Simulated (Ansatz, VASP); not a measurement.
**InF: VASP beside Ansatz**

```xyz
2
Lattice="0.0000 2.6542 2.6542 2.6542 0.0000 2.6542 2.6542 2.6542 0.0000" Properties=species:S:1:pos:R:3 pbc="T T T"
In    0.0000    0.0000    0.0000
F     1.3271    1.3271    1.3271
```

Alike in both runs: task single point; functional LDA; k mesh 6 × 6 × 6; occupations gaussian, width 0.05 eV; no spin polarisation.

```csv
,VASP,Ansatz
version,VASP 6.6.1,Ansatz 0.2.0
potentials or method,"VASP PAW LDA potentials, release 64 (In_d, F), cutoff 600 eV","scalar-relativistic, plane waves, PAW"
valence electrons in the cell,20,20
```

Ansatz gave:

- pressure (GPa): 11.9

Question: What did VASP give for the same quantities?

Answer: Pressure (GPa): 11.7.

LDA's correlation is that of Perdew and Zunger in VASP and of Perdew and Wang (1992) in Ansatz.
